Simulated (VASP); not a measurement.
Here is a VASP 6.6.1 calculation.

Contents of INCAR:

```
  ALGO = Normal
  EDIFF = 1E-7
  EDIFFG = -0.03
  ENCUT = 600
  GGA = PS
  IBRION = 2
  ISIF = 3
  ISMEAR = 1
  LASPH = True
  LCHARG = False
  LREAL = False
  LWAVE = False
  NELM = 80
  NSW = 80
  PREC = Accurate
  SIGMA = 0.1
```

KPOINTS

```
k-points
0
Gamma
  6 6 6
```

File POSCAR:

```
Li3Au
1.0
    4.4561870000      0.0000000000      0.0000000000
    2.2280935000      3.8591711460      0.0000000000
    2.2280935000      1.2863903820      3.6384614495
Li Au
3 1
Direct
    0.2500000000      0.2500000000      0.2500000000
    0.7500000000      0.7500000000      0.7500000000
    0.5000000000      0.5000000000      0.5000000000
    0.0000000000      0.0000000000      0.0000000000
```

Potentials or basis: VASP PAW PBE potentials, release 64 (Li_sv, Au).

Launch:

```bash
$ cat potpaw_PBE.64/Li_sv/POTCAR potpaw_PBE.64/Au/POTCAR > POTCAR
$ mpirun -np 1 vasp_std > vasp.out
```

**Question.** Predict the relaxed volume.

**Answer.** 14.96 Å³/atom.

**Question.** Estimate the space group after relaxing (to 0.1 Å).

**Answer.** Fm-3m (No. 225).

Final structure:
```
Li Au
1.0
     4.39058    0.00000    0.00000
     2.19529    3.80235    0.00000
     2.19529    1.26745    3.58489
Li Au
3 1
Direct
  0.25000 0.25000 0.25000
  0.75000 0.75000 0.75000
  0.50000 0.50000 0.50000
  0.00000 0.00000 0.00000
```

Caveat: the cutoff is under 1.25 times the usual one of these potentials, so pressure, stress and relaxed cells hold a basis-set (Pulay) error; the PAW data sets were made with another functional, which shifts forces and pressure a little.
